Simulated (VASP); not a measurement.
Set up this calculation in VASP 6.6.1, as the native input.

* Task: single point
* Functional: PBE
* Potentials or basis: VASP PAW PBE potentials, release 64 (Ba_sv)
* Cutoff: 520 eV
* k mesh: 9 × 9 × 9
* Occupations: fermi-dirac, width 0.1 eV
* Spin: non-collinear spin, zero start, spin-orbit coupling
* Starting moments: [[0.0, 0.0, 0.0]] μB
* Dipole correction: no
* Further INCAR settings: ALGO = Normal; EDIFF = 1e-07; NBANDS = 21

The structure of Ba lies in POSCAR:

```
Ba
1.0
    0.0000000000      3.1775819368      3.1775819368
    3.1775819368      0.0000000000      3.1775819368
    3.1775819368      3.1775819368      0.0000000000
Ba
1
Direct
    0.0000000000      0.0000000000      0.0000000000
```

This isn't the form of Ba at room conditions, which is bcc.

These files were run (other wordings do the same):

INCAR

```
ALGO = Normal ; EDIFF = 1E-7
ENCUT = 520 ; GGA = PE
GGA_COMPAT = False ; ISIF = 2
ISMEAR = -1 ; LASPH = True
LCHARG = True ; LORBIT = 11
LORBMOM = True ; LREAL = False
LSORBIT = True ; LVHAR = True
LWAVE = False ; MAGMOM = 0 0 0
NBANDS = 21 ; NELM = 150
PREC = Accurate ; SIGMA = 0.1
```

KPOINTS

```
k-points
0
Gamma
  9 9 9
```

Potentials or basis: VASP PAW PBE potentials, release 64 (Ba_sv).

Launch:

```console
$ cat potpaw_PBE.64/Ba_sv/POTCAR > POTCAR
$ mpirun -np 1 vasp_ncl > vasp.out
```

Results of the run:

The pressure is 0.0 GPa and the net moment is 0.00 μB per cell. The valence electrons inside the program's atomic spheres are Ba 7.89.

Wall time 2.6 min on 1 thread of Intel Xeon 8259CL (shared host), peak memory 0.4 GiB.
